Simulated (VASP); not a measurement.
# NbTe (Pm-3m) in VASP: further runs

NbTe is run at these levels: LDA+U; tasks: density of states.

Everything below comes from runs of VASP 6.6.1. Logs are shortened: lines on timing, memory, paths and dates and some standing lists are left out, and cuts for length are marked.

## 1. The cell of the first run

It takes space group Pm-3m (No. 221, cubic). Conventional cell: a = 3.426 Å, b = 3.426 Å, c = 3.426 Å, α = 90.00°, β = 90.00°, γ = 90.00°. Nb (site symmetry m-3m) has 8 Te at 2.97 Å and 6 Nb at 3.43 Å within 3.9 Å. Within 3.9 Å of Te (site symmetry m-3m) lie 8 Nb at 2.97 Å and 6 Te at 3.43 Å.

## 2. Density of states, LDA+U

File POSCAR:

```
NbTe
1.0
    3.4257000000      0.0000000000      0.0000000000
    0.0000000000      3.4257000000      0.0000000000
    0.0000000000      0.0000000000      3.4257000000
Nb Te
1 1
Direct
    0.5000000000      0.5000000000      0.5000000000
    0.0000000000      0.0000000000      0.0000000000
```

File INCAR.step1:

```
SYSTEM = NbTe
ALGO = Normal ; EDIFF = 1E-7
ENCUT = 520 ; GGA = CA
ISIF = 2 ; ISMEAR = -1
LASPH = .TRUE. ; LCHARG = .TRUE.
LDAU = .TRUE. ; LDAUJ = 0 0
LDAUL = 2 -1 ; LDAUPRINT = 1
LDAUTYPE = 2 ; LDAUU = 2 0
LMAXMIX = 4 ; LREAL = .FALSE.
LWAVE = .FALSE. ; NBANDS = 16
NELM = 150 ; PREC = Accurate
SIGMA = 0.05
```

File KPOINTS.step1:

```
k-points
0
G
  8 8 8
  0 0 0
```

File INCAR.step2:

```
SYSTEM = NbTe
ALGO = Normal ; EDIFF = 1E-7
ENCUT = 520 ; GGA = CA
ICHARG = 11 ; ISIF = 2
ISMEAR = -5 ; LASPH = .TRUE.
LCHARG = .FALSE. ; LDAU = .TRUE.
LDAUJ = 0 0 ; LDAUL = 2 -1
LDAUPRINT = 1 ; LDAUTYPE = 2
LDAUU = 2 0 ; LMAXMIX = 4
LORBIT = 11 ; LREAL = .FALSE.
LWAVE = .FALSE. ; NBANDS = 16
NEDOS = 1001 ; NELM = 150
PREC = Accurate ; SIGMA = 0.05
```

File KPOINTS.step2:

```
k-points
0
G
  12 12 12
  0 0 0
```

Potentials or basis: VASP PAW LDA potentials, release 64 (Nb_sv, Te).

Command:

```
$ cat potpaw_LDA.64/Nb_sv/POTCAR potpaw_LDA.64/Te/POTCAR > POTCAR
$ cp INCAR.step1 INCAR
$ cp KPOINTS.step1 KPOINTS
$ mpirun -np 1 vasp_std > vasp.out
$ cp INCAR.step2 INCAR
$ cp KPOINTS.step2 KPOINTS
$ mpirun -np 1 vasp_std > vasp.out
```

OUTCAR:

```text
SYSTEM = NbTe
   EDIFF = 1E-7
   ENCUT = 520
   GGA = CA
   ICHARG = 11
   ISIF = 2
   ISMEAR = -5
   LASPH = .TRUE.
   LORBIT = 11
   LREAL = .FALSE.
   NELM = 150
   PREC = Accurate

 ion  position               nearest neighbor table
   1  0.500  0.500  0.500-   2 2.97   2 2.97   2 2.97   2 2.97   2 2.97   2 2.97   2 2.97   2 2.97

   2  0.000  0.000  0.000-   1 2.97   1 2.97   1 2.97   1 2.97   1 2.97   1 2.97   1 2.97   1 2.97

  LATTYP: Found a simple cubic cell.
 ALAT       =     3.4257000000

  Lattice vectors:

 A1 = (   3.4257000000,   0.0000000000,   0.0000000000)
 A2 = (   0.0000000000,   3.4257000000,   0.0000000000)
 A3 = (   0.0000000000,   0.0000000000,   3.4257000000)

Analysis of symmetry for initial positions (statically):
=====================================================================
 Subroutine PRICEL returns:
 Original cell was already a primitive cell.

 Routine SETGRP: Setting up the symmetry group for a
 simple cubic supercell.

 Subroutine GETGRP returns: Found 48 space group operations
 (whereof 48 operations were pure point group operations)
 out of a pool of 48 trial point group operations.

The static configuration has the point symmetry O_h .

Analysis of symmetry for dynamics (positions and initial velocities):
=====================================================================
 Subroutine PRICEL returns:
 Original cell was already a primitive cell.

 Routine SETGRP: Setting up the symmetry group for a
 simple cubic supercell.

 Subroutine GETGRP returns: Found 48 space group operations
 (whereof 48 operations were pure point group operations)
 out of a pool of 48 trial point group operations.

The dynamic configuration has the point symmetry O_h .

 Subroutine INISYM returns: Found 48 space group operations
 (whereof 48 operations are pure point group operations),
 and found     1 'primitive' translations

----------------------------------------------------------------------------------------

                                     Primitive cell

  volume of cell :      40.2020

  direct lattice vectors                    reciprocal lattice vectors
     3.425700000  0.000000000  0.000000000     0.291911142  0.000000000  0.000000000
     0.000000000  3.425700000  0.000000000     0.000000000  0.291911142  0.000000000
     0.000000000  0.000000000  3.425700000     0.000000000  0.000000000  0.291911142

  length of vectors
     3.425700000  3.425700000  3.425700000     0.291911142  0.291911142  0.291911142

  position of ions in fractional coordinates (direct lattice)
     0.500000000  0.500000000  0.500000000
     0.000000000  0.000000000  0.000000000

  ion indices of the primitive-cell ions
   primitive index   ion index
                 1           1
                 2           2

----------------------------------------------------------------------------------------

 KPOINTS: k-points

Automatic generation of k-mesh.
 Grid dimensions read from file:
 generate k-points for:   12   12   12

 Generating k-lattice:

  Cartesian coordinates                     Fractional coordinates (reciprocal lattice)
     0.024325929  0.000000000  0.000000000     0.083333333  0.000000000  0.000000000
     0.000000000  0.024325929  0.000000000     0.000000000  0.083333333  0.000000000
     0.000000000  0.000000000  0.024325929     0.000000000  0.000000000  0.083333333

  Length of vectors
     0.024325929  0.024325929  0.024325929

  Shift w.r.t. Gamma in fractional coordinates (k-lattice)
     0.000000000  0.000000000  0.000000000

 TETIRR: Found    854 inequivalent tetrahedra from    10368

 Subroutine IBZKPT returns following result:
 ===========================================

 Found     84 irreducible k-points:

 Following reciprocal coordinates:
[... 43 lines left out ...]
   NELM   =    150;   NELMIN=  2; NELMDL=  0     # of ELM steps
   EDIFF  = 0.1E-06   stopping-criterion for ELM
   LREAL  =      F    real-space projection
   EDIFFG = 0.1E-05   stopping-criterion for IOM
   NSW    =      0    number of steps for IOM
   IBRION =     -1    ionic relax: 0-MD 1-quasi-New 2-CG
   NFREE  =      0    steps in history (QN), initial steepest desc. (CG)
   ISIF   =      2    stress and relaxation
   ISYM   =      2    0-nonsym 1-usesym 2-fastsym
   POTIM  = 0.5000    time-step for ionic-motion
   TEBEG  =    0.0;   TEEND  =   0.0 temperature during run
   PSTRESS=    0.0 pullay stress
   NELECT =      19.0000    total number of electrons
   NUPDOWN=      -1.0000    fix difference up-down
   EMIN   =  10.00;   EMAX   =-10.00  energy-range for DOS
   EFERMI =   0.00;   METHOD = LEGACY
   ISMEAR =    -5;   SIGMA  =   0.05  broadening in eV -4-tet -1-fermi 0-gaus
   EFERMI_NEDOS =   21; number of points for ismear=-14 and -15
   IALGO  =     38    algorithm
   IMIX   =      4    mixing-type and parameters
     AMIX     =   0.40;   BMIX     =  1.00
     AMIX_MAG =   1.60;   BMIX_MAG =  1.00
  volume/ion in A,a.u.               =      20.10       135.65
  Fermi-wavevector in a.u.,A,eV,Ry     =   1.275195  2.409770 22.124747  1.626123
  Thomas-Fermi vector in A             =   2.407921
   LORBIT       =     11    0 simple, 1 ext, 2 COOP (PROOUT), +10 PAW based schemes
 LDA+U is selected, type is set to LDAUTYPE =  2
   angular momentum for each species LDAUL =     2   -1
   U (eV)           for each species LDAUU =   2.0  0.0
   J (eV)           for each species LDAUJ =   0.0  0.0
   GGA     = CA    functional components
   LHFCALC =     F    Hartree Fock is set to
   AEXX    =    0.0000 exact exchange contribution
   IVDW    =     0    specifies the selected vdW correction
   LEPSILON=     F    determine dielectric tensor
   LRPA    =     F    only Hartree local field effects (RPA)
 non-spin polarized calculation
 Fermi weights with tetrahedron method with Bloechl corrections
  energy-cutoff  :      520.00
  volume of cell :       40.20
 maximum number of plane-waves:      1108
 NGX is ok and might be reduce to    28

atom =   1  type =  1  l = 2

 onsite density matrix

spin component  1

  0.2091 -0.0000 -0.0000  0.0000  0.0000
 -0.0000  0.2091  0.0000  0.0000 -0.0000
 -0.0000  0.0000  0.2878  0.0000 -0.0000
  0.0000  0.0000  0.0000  0.2091  0.0000
  0.0000 -0.0000 -0.0000  0.0000  0.2878

spin component  2

  0.2091 -0.0000 -0.0000  0.0000  0.0000
 -0.0000  0.2091  0.0000  0.0000 -0.0000
 -0.0000  0.0000  0.2878  0.0000 -0.0000
  0.0000  0.0000  0.0000  0.2091  0.0000
  0.0000 -0.0000 -0.0000  0.0000  0.2878

 occupancies and eigenvectors

  o =  0.2091  v =  1.0000  0.0000  0.0000  0.0000  0.0000  0.0000  0.0000  0.0000  0.0000  0.0000      0.0000  0.0000  0.0000  0.0000  0.0000  0.0000  0.0000  0.0000  0.0000  0.0000
  o =  0.2091  v =  0.0000  0.0000  0.0000  0.0000  0.0000  1.0000  0.0000  0.0000  0.0000  0.0000      0.0000  0.0000  0.0000  0.0000  0.0000  0.0000  0.0000  0.0000  0.0000  0.0000
  o =  0.2091  v =  0.0000  0.8128 -0.0000  0.5825 -0.0000  0.0000  0.0000  0.0000  0.0000  0.0000      0.0000  0.0000  0.0000  0.0000  0.0000  0.0000  0.0000  0.0000  0.0000  0.0000
  o =  0.2091  v =  0.0000  0.0000  0.0000  0.0000  0.0000  0.0000  0.8128 -0.0000  0.5825 -0.0000      0.0000  0.0000  0.0000  0.0000  0.0000  0.0000  0.0000  0.0000  0.0000  0.0000
  o =  0.2091  v =  0.0000  0.0000  0.0000  0.0000  0.0000  0.0000 -0.5825 -0.0000  0.8128 -0.0000      0.0000  0.0000  0.0000  0.0000  0.0000  0.0000  0.0000  0.0000  0.0000  0.0000
  o =  0.2091  v =  0.0000 -0.5825 -0.0000  0.8128 -0.0000  0.0000  0.0000  0.0000  0.0000  0.0000      0.0000  0.0000  0.0000  0.0000  0.0000  0.0000  0.0000  0.0000  0.0000  0.0000
  o =  0.2878  v =  0.0000  0.0000  0.0000  0.0000  0.0000  0.0000 -0.0000  1.0000  0.0000  0.0000      0.0000  0.0000  0.0000  0.0000  0.0000  0.0000  0.0000  0.0000  0.0000  0.0000
  o =  0.2878  v =  0.0000 -0.0000  1.0000  0.0000  0.0000  0.0000  0.0000  0.0000  0.0000  0.0000      0.0000  0.0000  0.0000  0.0000  0.0000  0.0000  0.0000  0.0000  0.0000  0.0000
  o =  0.2878  v =  0.0000  0.0000  0.0000  0.0000  0.0000  0.0000  0.0000 -0.0000  0.0000  1.0000      0.0000  0.0000  0.0000  0.0000  0.0000  0.0000  0.0000  0.0000  0.0000  0.0000
  o =  0.2878  v =  0.0000  0.0000 -0.0000  0.0000  1.0000  0.0000  0.0000  0.0000  0.0000  0.0000      0.0000  0.0000  0.0000  0.0000  0.0000  0.0000  0.0000  0.0000  0.0000  0.0000

 number of electron      18.9999999 magnetization

 Free energy of the ion-electron system (eV)
  ---------------------------------------------------
  ext. energy  EPLUGINS =         0.00000000
  ---------------------------------------------------
  free energy    TOTEN  =       -13.50435565 eV

  energy without entropy =      -13.50435565  energy(sigma->0) =      -13.50435565

 E-fermi :  12.1215     XC(G=0): -11.9801

 val. band max:       12.1594717342   @ k =   0.4167   0.4167   0.1667
 cond. band min:      11.9863136709   @ k =   0.3333   0.3333   0.3333
 fundamental gap:     -0.1731580633
 Fermi energy:        12.1214549376

 k-point     1 :       0.0000    0.0000    0.0000
  band No.  band energies     occupation
      1     -43.3117      2.00000
      2     -19.4649      2.00000
      3     -19.4649      2.00000
      4     -19.4649      2.00000
      5      -2.3861      2.00000
      6       9.3993      2.00000
[... 433 lines left out ...]
      3     -19.5857      2.00000
      4     -19.4340      2.00000
      5      -0.3103      2.00000
      6       5.8169      2.00000
[... 8 lines left out ...]
     15      19.2622      0.00000
     16      21.6216      0.00000

 [... further k-points ...]

------------------------ aborting loop because EDIFF is reached ----------------------------------------

  FORCE on cell =-STRESS in cart. coord.  units (eV):
  Direction    XX          YY          ZZ          XY          YZ          ZX
  --------------------------------------------------------------------------------------
  -------------------------------------------------------------------------------------
  Total       -1.6812365     -1.6812365     -1.6812365     -0.0000000     -0.0000000      0.0000000
  in kB      -67.0025623    -67.0025623    -67.0025623     -0.0000000     -0.0000000      0.0000000
  external PRESSURE =     -67.0025623 kB  Pullay stress =       0.0000000 kB

 VOLUME and BASIS-vectors are now :
 -----------------------------------------------------------------------------
  energy-cutoff  :      520.00
  volume of cell :       40.20
      direct lattice vectors                 reciprocal lattice vectors
     3.425700000  0.000000000  0.000000000     0.291911142  0.000000000  0.000000000
     0.000000000  3.425700000  0.000000000     0.000000000  0.291911142  0.000000000
     0.000000000  0.000000000  3.425700000     0.000000000  0.000000000  0.291911142

 POSITION                                       TOTAL-FORCE (eV/Angst)
 -----------------------------------------------------------------------------------
      1.71285      1.71285      1.71285         0.000000      0.000000      0.000000
      0.00000      0.00000      0.00000         0.000000      0.000000      0.000000
 -----------------------------------------------------------------------------------
    total drift:                                0.000000      0.000000      0.000000

  FREE ENERGIE OF THE ION-ELECTRON SYSTEM (eV)
  ---------------------------------------------------
  free  energy   TOTEN  =       -13.5043556460 eV

  energy  without entropy=      -13.5043556460  energy(sigma->0) =      -13.50435565

 total charge

# of ion       s       p       d       tot
------------------------------------------
    1        2.144   5.973   2.360  10.477
    2        1.350   2.009   0.127   3.487
--------------------------------------------------
tot          3.494   7.983   2.487  13.964
```

Wall time 21 s (1 thread of Intel Xeon 6975P-C (Granite Rapids), shared host); peak memory 0.18 GiB.

What came out:

```yaml
Valence_electrons_inside_the_program's_atomic_spheres: Nb 10.48; Te 3.49
```

Eigenvalues of the final occupation matrices:
```tsv
site	spin	trace	eigenvalues
site 1 d	1	1.20	0.21 0.21 0.21 0.29 0.29
site 1 d	2	1.20	0.21 0.21 0.21 0.29 0.29
```

Caveat: spin-orbit coupling is left out, which moves the levels of the heavy elements; U without spin polarisation on a metal has little footing; the U is typed as a test and isn't derived for this compound; tetrahedron occupations give inexact forces and stress in metals.

## 3. Density of states, LDA+U

POSCAR is that of step 2.

File INCAR.step1:

```
ALGO = Normal
EDIFF = 1E-6
ENCUT = 520
ISIF = 2
ISMEAR = -1
LASPH = T
LCHARG = T
LDAU = T
LDAUJ = 0 0
LDAUL = 2 -1
LDAUPRINT = 1
LDAUTYPE = 2
LDAUU = 3 0
LMAXMIX = 4
LREAL = F
LWAVE = F
NBANDS = 16
NELM = 150
PREC = Accurate
SIGMA = 0.05
```

File KPOINTS.step1:

```
k-points
0
Gamma
  8 8 8
```

File INCAR.step2:

```
ALGO = Normal
EDIFF = 1E-6
ENCUT = 520
ICHARG = 11
ISIF = 2
ISMEAR = -5
LASPH = T
LCHARG = F
LDAU = T
LDAUJ = 0 0
LDAUL = 2 -1
LDAUPRINT = 1
LDAUTYPE = 2
LDAUU = 3 0
LMAXMIX = 4
LORBIT = 10
LREAL = F
LWAVE = F
NEDOS = 2001
NELM = 150
PREC = Accurate
SIGMA = 0.05
```

File KPOINTS.step2:

```
k-points
0
Gamma
  12 12 12
```

Potentials or basis: VASP PAW LDA potentials, release 64 (Nb_sv, Te).

Command:

```
$ cat potpaw_LDA.64/Nb_sv/POTCAR potpaw_LDA.64/Te/POTCAR > POTCAR
$ cp INCAR.step1 INCAR
$ cp KPOINTS.step1 KPOINTS
$ mpirun -np 1 vasp_std > vasp.out
$ cp INCAR.step2 INCAR
$ cp KPOINTS.step2 KPOINTS
$ mpirun -np 1 vasp_std > vasp.out
```

Run time: 20 s. Hardware: 1 thread of Intel Xeon 6975P-C (Granite Rapids), shared host; peak memory 0.17 GiB.

It converged, with:

```
Valence electrons inside the program's atomic spheres : Nb 10.40; Te 3.50
```

Levels at points of the mesh, in eV from the Fermi level:
```csv
k point,band 5,band 6,band 7,band 8,band 9,band 10,band 11,band 12,band 13
"(0.00, 0.00, 0.00)",-14.57,-2.77,-2.77,-1.40,-1.40,-1.40,1.16,1.16,1.16
"(0.50, 0.00, 0.00)",-12.82,-8.03,-2.87,-2.87,-2.02,1.32,2.20,4.36,4.78
"(0.50, 0.50, 0.00)",-12.22,-5.72,-5.72,-2.81,-0.30,-0.30,0.42,1.24,2.45
"(0.50, 0.50, 0.50)",-10.49,-6.52,-6.52,-6.52,1.79,1.79,1.79,2.56,2.56
```

Eigenvalues of the final occupation matrices:
```csv
site,spin,trace,eigenvalues
site 1 d,1,1.16,0.20 0.20 0.20 0.28 0.28
site 1 d,2,1.16,0.20 0.20 0.20 0.28 0.28
```

Caveat: spin-orbit coupling is left out, which moves the levels of the heavy elements; U without spin polarisation on a metal has little footing; the U is typed as a test and isn't derived for this compound; tetrahedron occupations give inexact forces and stress in metals.

(Part 1 of 2 ends here.)
